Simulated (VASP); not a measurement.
A run of VASP 6.6.1 is set up as follows.

INCAR

```
SYSTEM = Ni
PREC = Accurate ; ENCUT = 520
EDIFF = 1E-6 ; ISMEAR = -1
SIGMA = 0.05 ; LREAL = .False.
LASPH = .True. ; NELM = 150
ALGO = Normal ; ISIF = 2
LWAVE = .False. ; LCHARG = .False.
MAGMOM = 0 0 0.6 ; LORBIT = 11
LSORBIT = .True. ; GGA_COMPAT = .False.
LORBMOM = .True. ; LMAXMIX = 4
GGA = PE ; NBANDS = 21
```

Contents of KPOINTS:

```
regular mesh
0
Gamma
  13 13 13
  0 0 0
```

POSCAR

```
Ni
1.0
   -1.3376882352      1.3376882352      1.4805755529
    1.3376882352     -1.3376882352      1.4805755529
    1.3376882352      1.3376882352     -1.4805755529
Ni
1
Direct
    0.0000000000      0.0000000000      0.0000000000
```

Potentials or basis: VASP PAW PBE potentials, release 64 (Ni).

The run is started by

```bash
$ cat potpaw_PBE.64/Ni/POTCAR > POTCAR
$ mpirun -np 1 vasp_ncl > vasp.out
```

Predict the net moment.

0.58 μB per cell.

Estimate the pressure.

7.4 GPa.

Stress tensor (GPa, compression positive):
```
 4.68  0.00  0.00
 0.00  4.68  0.00
 0.00  0.00 12.70
```
